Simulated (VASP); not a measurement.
Au, 1 atom in the cell. The structure is trigonal, space group R-3m (No. 166). Conventional cell: a = 4.411 Å, b = 4.411 Å, c = 3.241 Å, α = 90.00°, β = 90.00°, γ = 120.00°. Au (site symmetry -3m) has 14 Au at 2.77 to 3.34 Å within 3.6 Å.  This cell differs from its parent crystal: ratio of the length along [111] to the lengths across it x 1.2, volume and fractional coordinates fixed.

```yaml
Program: VASP 6.6.1
Task: single point
Functional: PBEsol
Potentials_or_basis: VASP PAW PBE potentials, release 64 (Au)
Cutoff: 520 eV
k_mesh: 22 × 22 × 22
Occupations: gaussian, width 0.15 eV
Spin: no spin polarisation
Dipole_correction: no
Further_INCAR_settings: ALGO = Fast; EDIFF = 1e-06; NBANDS = 12
```

Potentials or basis: VASP PAW PBE potentials, release 64 (Au).

Launch:

```bash
$ cat potpaw_PBE.64/Au/POTCAR > POTCAR
$ mpirun -np 1 vasp_std > vasp.out
```

Hardware: 1 thread of Intel Xeon 8259CL, with other jobs on the host.

Estimate the wall time of this run.

It took 4.3 min on 1 thread of Intel Xeon 8259CL, on a shared host, peak memory 0.33 GiB. Counts: scf iterations 12, k points 1024.
